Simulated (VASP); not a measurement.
# CdS (Hawleyite) (F-43m) in VASP: a series of runs

Runs on CdS (Hawleyite). Level: LDA. Tasks: relaxation of cell and atoms, single point.

Program: VASP 6.6.1. These are calculated values, not measurements. Logs are shortened: lines on timing, memory, paths and dates and some standing lists are left out, and cuts for length are marked.

**1. The cell of the first run**

Symmetry: F-43m, No. 216, cubic system. Conventional cell: a = 5.757 Å, b = 5.757 Å, c = 5.757 Å, α = 90.00°, β = 90.00°, γ = 90.00°. Within 3.3 Å of Cd (site symmetry -43m) lie 4 S at 2.49 Å. S (site symmetry -43m) has 4 Cd at 2.49 Å within 3.3 Å.

**2. Relaxation of cell and atoms, LDA, target pressure 10 GPa, at which the enthalpy is minimised**

INCAR reads:

```
PREC     = Accurate       # precision mode
ENCUT    = 600            # plane-wave cutoff, eV
EDIFF    = 1E-6           # SCF threshold, eV
ISMEAR   = 0              # smearing method
SIGMA    = 0.01           # smearing width, eV
LREAL    = F              # projectors in reciprocal space
LASPH    = T              # aspherical terms in the spheres
NELM     = 60             # most SCF steps
ALGO     = Normal         # electronic algorithm
ISIF     = 3              # what is computed and relaxed
LWAVE    = F              # write WAVECAR
LCHARG   = F              # write CHGCAR
GGA      = CA             # functional
IBRION   = 2              # ionic algorithm
NSW      = 100            # ionic steps
EDIFFG   = -0.002         # ionic threshold
PSTRESS  = 100.0
```

KPOINTS reads:

```
regular mesh
0
Gamma
  8 8 8
```

POSCAR reads:

```
CdS
1.0
    2.8782623155      2.8782623155      0.0000000000
   -2.8782623155      2.8782623155      0.0000000000
    0.0000000000      2.8782623155      2.8782623155
Cd S
1 1
Direct
    0.0000000000      0.0000000000      0.0000000000
    0.7500000000      0.2500000000      0.5000000000
```

Potentials or basis: VASP PAW LDA potentials, release 64 (Cd, S).

Started as:

```bash
$ cat potpaw_LDA.64/Cd/POTCAR potpaw_LDA.64/S/POTCAR > POTCAR
$ mpirun -np 1 vasp_std > vasp.out
```

OUTCAR:

```text
PREC = Accurate
   ENCUT = 600
   EDIFF = 1E-6
   ISMEAR = 0
   LREAL = F
   LASPH = T
   NELM = 60
   ISIF = 3
   GGA = CA
   IBRION = 2
   NSW = 100
   EDIFFG = -0.002
   PSTRESS = 100.0

 ion  position               nearest neighbor table
   1  0.000  0.000  0.000-   2 2.49   2 2.49   2 2.49   2 2.49
   2  0.750  0.250  0.500-   1 2.49   1 2.49   1 2.49   1 2.49

  LATTYP: Found a face centered cubic cell.
 ALAT       =     5.7565246310

  Lattice vectors:

 A1 = (   0.0000000000,   2.8782623155,   2.8782623155)
 A2 = (   2.8782623155,   0.0000000000,   2.8782623155)
 A3 = (   2.8782623155,   2.8782623155,   0.0000000000)

Analysis of symmetry for initial positions (statically):
=====================================================================
 Subroutine PRICEL returns:
 Original cell was already a primitive cell.

 Routine SETGRP: Setting up the symmetry group for a
 face centered cubic supercell.

 Subroutine GETGRP returns: Found 24 space group operations
 (whereof 24 operations were pure point group operations)
 out of a pool of 48 trial point group operations.

The static configuration has the point symmetry T_d .

Analysis of symmetry for dynamics (positions and initial velocities):
=====================================================================
 Subroutine PRICEL returns:
 Original cell was already a primitive cell.

 Routine SETGRP: Setting up the symmetry group for a
 face centered cubic supercell.

 Subroutine GETGRP returns: Found 24 space group operations
 (whereof 24 operations were pure point group operations)
 out of a pool of 48 trial point group operations.

The dynamic configuration has the point symmetry T_d .

 Subroutine INISYM returns: Found 24 space group operations
 (whereof 24 operations are pure point group operations),
 and found     1 'primitive' translations

----------------------------------------------------------------------------------------

                                     Primitive cell

  volume of cell :      47.6893

  direct lattice vectors                    reciprocal lattice vectors
     2.878262315  2.878262315  0.000000000     0.173715925  0.173715925 -0.173715925
    -2.878262315  2.878262315  0.000000000    -0.173715925  0.173715925 -0.173715925
     0.000000000  2.878262315  2.878262315     0.000000000  0.000000000  0.347431850

  length of vectors
     4.070477603  4.070477603  4.070477603     0.300884808  0.300884808  0.347431850

  position of ions in fractional coordinates (direct lattice)
     0.000000000  0.000000000  0.000000000
     0.750000000  0.250000000  0.500000000

  ion indices of the primitive-cell ions
   primitive index   ion index
                 1           1
                 2           2

----------------------------------------------------------------------------------------

 KPOINTS: regular mesh

Automatic generation of k-mesh.
 Grid dimensions read from file:
 generate k-points for:    8    8    8

 Generating k-lattice:

  Cartesian coordinates                     Fractional coordinates (reciprocal lattice)
     0.021714491  0.021714491 -0.021714491     0.125000000  0.000000000  0.000000000
    -0.021714491  0.021714491 -0.021714491     0.000000000  0.125000000  0.000000000
     0.000000000  0.000000000  0.043428981     0.000000000  0.000000000  0.125000000

  Length of vectors
     0.037610601  0.037610601  0.043428981

  Shift w.r.t. Gamma in fractional coordinates (k-lattice)
     0.000000000  0.000000000  0.000000000

 Subroutine IBZKPT returns following result:
 ===========================================

 Found     29 irreducible k-points:

 Following reciprocal coordinates:
            Coordinates               Weight
  0.000000  0.000000  0.000000      1.000000
  0.125000  0.000000  0.000000      8.000000
  0.250000  0.000000  0.000000      8.000000
  0.375000  0.000000  0.000000      8.000000
  0.500000  0.000000  0.000000      4.000000
  0.125000  0.125000  0.000000     12.000000
[... 16 lines left out ...]
  0.375000  0.250000  0.125000     48.000000
  0.500000  0.250000  0.125000     24.000000
 [... further k-points ...]
   k-points           NKPTS =     29   k-points in BZ     NKDIM =     29   number of bands    NBANDS=     13
   number of dos      NEDOS =    301   number of ions     NIONS =      2
   total plane-waves  NPLWV =  46656
   dimension x,y,z NGX =    36 NGY =   36 NGZ =   36
   dimension x,y,z NGXF=    72 NGYF=   72 NGZF=   72
   ions per type =               1   1
   NGX,Y,Z   is equivalent  to a cutoff of  14.70, 14.70, 14.70 a.u.
   NGXF,Y,Z  is equivalent  to a cutoff of  29.41, 29.41, 29.41 a.u.
 SYSTEM =  unknown system
   PREC   = accura    normal or accurate (medium, high low for compatibility)
   ISTART =      0    job   : 0-new  1-cont  2-samecut
   ICHARG =      2    charge: 1-file 2-atom 10-const
   ISPIN  =      1    spin polarized calculation?
   LNONCOLLINEAR =      F non collinear calculations
   LSORBIT =      F    spin-orbit coupling
   LASPH  =      T    aspherical Exc in radial PAW
   ENCUT  =  600.0 eV  44.10 Ry    6.64 a.u.   8.13  8.13  8.13*2*pi/ulx,y,z
   NELM   =     60;   NELMIN=  2; NELMDL= -5     # of ELM steps
   EDIFF  = 0.1E-05   stopping-criterion for ELM
   LREAL  =      F    real-space projection
   EDIFFG = -.2E-02   stopping-criterion for IOM
   NSW    =    100    number of steps for IOM
   IBRION =      2    ionic relax: 0-MD 1-quasi-New 2-CG
   NFREE  =      1    steps in history (QN), initial steepest desc. (CG)
   ISIF   =      3    stress and relaxation
   ISYM   =      2    0-nonsym 1-usesym 2-fastsym
   POTIM  = 0.5000    time-step for ionic-motion
   TEBEG  =    0.0;   TEEND  =   0.0 temperature during run
   PSTRESS=  100.0 pullay stress
   NELECT =      18.0000    total number of electrons
   NUPDOWN=      -1.0000    fix difference up-down
   EMIN   =  10.00;   EMAX   =-10.00  energy-range for DOS
   EFERMI =   0.00;   METHOD = LEGACY
   ISMEAR =     0;   SIGMA  =   0.01  broadening in eV -4-tet -1-fermi 0-gaus
   EFERMI_NEDOS =   21; number of points for ismear=-14 and -15
   IALGO  =     38    algorithm
   IMIX   =      4    mixing-type and parameters
     AMIX     =   0.40;   BMIX     =  1.00
     AMIX_MAG =   1.60;   BMIX_MAG =  1.00
  volume/ion in A,a.u.               =      23.84       160.91
  Fermi-wavevector in a.u.,A,eV,Ry     =   1.183110  2.235755 19.044760  1.399750
  Thomas-Fermi vector in A             =   2.319351
   LORBIT       =      0    0 simple, 1 ext, 2 COOP (PROOUT), +10 PAW based schemes
   GGA     = CA    functional components
   LHFCALC =     F    Hartree Fock is set to
   AEXX    =    0.0000 exact exchange contribution
   IVDW    =     0    specifies the selected vdW correction
   LEPSILON=     F    determine dielectric tensor
   LRPA    =     F    only Hartree local field effects (RPA)
 conjugate gradient relaxation of ions
 non-spin polarized calculation
 Gauss-broadening in eV      SIGMA  =   0.01
  energy-cutoff  :      600.00
  volume of cell :       47.69
 maximum number of plane-waves:      1639
 NGX is ok and might be reduce to    36
   NGX = 17   NGY = 17   NGZ = 17

--------------------------------------- Ionic step        1  -------------------------------------------

 number of electron      18.0000001 magnetization

 Free energy of the ion-electron system (eV)
  ---------------------------------------------------
  ext. energy  EPLUGINS =         0.00000000
  ---------------------------------------------------
  free energy    TOTEN  =        -7.40660921 eV

  energy without entropy =       -7.40660921  energy(sigma->0) =       -7.40660921

 E-fermi :   1.5349     XC(G=0):  -9.7670

 val. band max:        1.4829622388   @ k =   0.0000   0.0000   0.0000
 cond. band min:       2.4604763220   @ k =   0.0000   0.0000   0.0000
 fundamental gap:      0.9775140832
 Fermi energy:         1.5349001022

 k-point     1 :       0.0000    0.0000    0.0000
  band No.  band energies     occupation
      1     -11.1274      2.00000
      2      -6.4555      2.00000
      3      -6.4555      2.00000
      4      -6.4555      2.00000
      5      -5.9149      2.00000
      6      -5.9149      2.00000
      7       1.4830      2.00000
      8       1.4830      2.00000
      9       1.4830      2.00000
     10       2.4605      0.00000
     11       7.8322      0.00000
     12       7.8322      0.00000
     13       7.8322      0.00000
[... 353 lines left out ...]
 k-point    24 :       0.5000    0.2500    0.1250
  band No.  band energies     occupation
      1     -10.5722      2.00000
      2      -6.2763      2.00000
      3      -6.2301      2.00000
      4      -5.9492      2.00000
      5      -5.8857      2.00000
      6      -5.3622      2.00000
      7      -2.9645      2.00000
      8      -0.6417      2.00000
      9       0.1359      2.00000
     10       5.7890      0.00000
     11       7.0768      0.00000
     12       8.5979      0.00000
     13       9.7430      0.00000

 [... further k-points ...]
[... 5 lines left out ...]
  --------------------------------------------------------------------------------------
  -------------------------------------------------------------------------------------
  Total        0.1563834      0.1563834      0.1563834     -0.0000000      0.0000000     -0.0000000
  in kB        5.2538797      5.2538797      5.2538797     -0.0000000      0.0000000     -0.0000000
  external PRESSURE =     -94.7461203 kB  Pullay stress =     100.0000000 kB
[... 213 lines left out ...]
  enthalpy is  TOTEN    =        -4.5848428075 eV   P V=        2.6785376720

--------------------------------------- Ionic step        7  -------------------------------------------

 number of electron      18.0000000 magnetization

 Free energy of the ion-electron system (eV)
  ---------------------------------------------------
  ext. energy  EPLUGINS =         0.00000000
  ---------------------------------------------------
  free energy    TOTEN  =        -7.26312596 eV

  energy without entropy =       -7.26312596  energy(sigma->0) =       -7.26312596

 E-fermi :   2.5758     XC(G=0): -10.2619

 val. band max:        2.5329339824   @ k =   0.0000   0.0000   0.0000
 cond. band min:       3.7261902280   @ k =   0.0000   0.0000   0.0000
 fundamental gap:      1.1932562456
 Fermi energy:         2.5757795632

 k-point     1 :       0.0000    0.0000    0.0000
  band No.  band energies     occupation
      1     -10.8472      2.00000
      2      -5.9381      2.00000
      3      -5.9381      2.00000
      4      -5.9381      2.00000
      5      -5.2285      2.00000
      6      -5.2285      2.00000
      7       2.5329      2.00000
      8       2.5329      2.00000
      9       2.5329      2.00000
     10       3.7262      0.00000
     11       8.8054      0.00000
     12       8.8054      0.00000
     13       8.8054      0.00000
[... 353 lines left out ...]
 k-point    24 :       0.5000    0.2500    0.1250
  band No.  band energies     occupation
      1     -10.1604      2.00000
      2      -5.7145      2.00000
      3      -5.6486      2.00000
      4      -5.2829      2.00000
      5      -5.1913      2.00000
      6      -4.5261      2.00000
      7      -2.5784      2.00000
      8       0.0377      2.00000
      9       0.9044      2.00000
     10       7.0896      0.00000
     11       8.0313      0.00000
     12       9.8420      0.00000
     13      10.9852      0.00000

 [... further k-points ...]
[... 5 lines left out ...]
  --------------------------------------------------------------------------------------
  -------------------------------------------------------------------------------------
  Total        2.6757228      2.6757228      2.6757228     -0.0000000     -0.0000000     -0.0000000
  in kB       99.9044145     99.9044145     99.9044145     -0.0000000     -0.0000000     -0.0000000
  external PRESSURE =      -0.0955855 kB  Pullay stress =     100.0000000 kB
[... 17 lines left out ...]
  FREE ENERGIE OF THE ION-ELECTRON SYSTEM (eV)
  ---------------------------------------------------
  free  energy   TOTEN  =        -7.2631259619 eV

  energy  without entropy=       -7.2631259619  energy(sigma->0) =       -7.26312596

  enthalpy is  TOTEN    =        -4.5848431085 eV   P V=        2.6782828533

 reached required accuracy - stopping structural energy minimisation
```

Run time: 43 s. Hardware: 1 thread of Intel Xeon 6975P-C (Granite Rapids), shared host; peak memory 0.18 GiB.

Results:

| Quantity | Value |
| --- | --- |
| Free energy | -7.2631 eV |
| Relaxed volume | 21.46 Å³/atom |
| Relaxed cell | a = 3.930 Å, b = 3.930 Å, c = 3.930 Å, α = 60.00°, β = 60.00°, γ = 90.00° |
| Space group after relaxing (to 0.05 Å) | F-43m (No. 216) |
| Energy change on relaxing (the enthalpy is what falls) | +71.7 meV/atom |
| Ionic steps | 7 |
| Pressure after relaxing | 10.0 GPa |
| Band gap on the k mesh | 1.19 eV, direct |

The path:
```
step  energy change (eV)  largest force (eV/Å)  pressure (GPa)  volume (Å³)
   1              0.0000                0.0000            0.53        47.69
   2              0.5922                0.0000           24.67        38.60
   3              0.1382                0.0000            9.78        43.00
   4              0.1438                0.0000           10.03        42.91
   5              0.1426                0.0000            9.97        42.93
   6              0.1432                0.0000            9.98        42.91
   7              0.1435                0.0000            9.99        42.91
```

Final structure:
```
CELL_PARAMETERS angstrom
2.77873 2.77873 0.00000
-2.77873 2.77873 0.00000
0.00000 2.77873 2.77873
ATOMIC_POSITIONS crystal
Cd 0.00000 0.00000 0.00000
S 0.75000 0.25000 0.50000
```

Caveat: the cell is relaxed towards a set pressure, so the enthalpy falls and the energy may rise.

**3. Relaxation of cell and atoms, LDA, target pressure 15 GPa, at which the enthalpy is minimised**

INCAR reads:

```
ALGO = Normal
EDIFF = 1E-7
EDIFFG = -0.002
ENCUT = 600
GGA = CA
IBRION = 2
ISIF = 3
ISMEAR = 0
LASPH = True
LCHARG = False
LREAL = False
LWAVE = False
NELM = 80
NSW = 100
PREC = Accurate
PSTRESS = 150.0
SIGMA = 0.01
```

KPOINTS reads:

```
k-points
0
Gamma
  8 8 8
```

POSCAR is that of step 2.

Potentials or basis: VASP PAW LDA potentials, release 64 (Cd, S).

Started as:

```bash
$ cat potpaw_LDA.64/Cd/POTCAR potpaw_LDA.64/S/POTCAR > POTCAR
$ mpirun -np 1 vasp_std > vasp.out
```

Wall time 51 s (1 thread of Intel Xeon 6975P-C (Granite Rapids), shared host); peak memory 0.19 GiB.

Results (log left out):

- Free energy: -7.1288 eV
- Relaxed volume: 20.59 Å³/atom
- Relaxed cell: a = 3.876 Å, b = 3.876 Å, c = 3.876 Å, α = 60.00°, β = 60.00°, γ = 90.00°
- Space group after relaxing (to 0.05 Å): F-43m (No. 216)
- Energy change on relaxing (the enthalpy is what falls): +138.9 meV/atom
- Ionic steps: 7
- Pressure after relaxing: 15.0 GPa
- Band gap on the k mesh: 1.27 eV, direct

Step by step:
| step | energy change (eV) | largest force (eV/Å) | pressure (GPa) | volume (Å³) |
| --- | --- | --- | --- | --- |
| 1 | 0.0000 | 0.0000 | 0.52 | 47.69 |
| 2 | 1.5592 | 0.0000 | 49.76 | 34.31 |
| 3 | 0.2540 | 0.0000 | 14.17 | 41.44 |
| 4 | 0.2733 | 0.0000 | 14.85 | 41.22 |
| 5 | 0.2848 | 0.0000 | 15.24 | 41.10 |
| 6 | 0.2694 | 0.0000 | 14.70 | 41.27 |
| 7 | 0.2778 | 0.0000 | 15.00 | 41.18 |

Final structure:
```cif
data_structure
_symmetry_space_group_name_H-M 'P 1'
_symmetry_Int_Tables_number 1
_cell_length_a 3.8760
_cell_length_b 3.8760
_cell_length_c 3.8760
_cell_angle_alpha 60.000
_cell_angle_beta 60.000
_cell_angle_gamma 90.000
_cell_volume 41.18
loop_
_atom_site_label
_atom_site_type_symbol
_atom_site_fract_x
_atom_site_fract_y
_atom_site_fract_z
_atom_site_occupancy
Cd1 Cd 0.00000 0.00000 0.00000 1
S1 S 0.75000 0.25000 0.50000 1
```

Levels at points of the mesh, in eV from the valence-band top:
| k point | band 7 | band 8 | band 9 | band 10 | band 11 | band 12 |
| --- | --- | --- | --- | --- | --- | --- |
| (0.00, 0.00, 0.00) | 0.00 | 0.00 | 0.00 | 1.27 | 6.22 | 6.22 |
| (0.50, 0.00, 0.00) | -5.82 | -1.09 | -1.09 | 2.99 | 6.77 | 6.77 |
| (0.50, 0.50, 0.00) | -4.95 | -2.68 | -2.68 | 2.95 | 4.23 | 9.86 |

Caveat: the cell is relaxed towards a set pressure, so the enthalpy falls and the energy may rise.

[end of part 1 of 2]
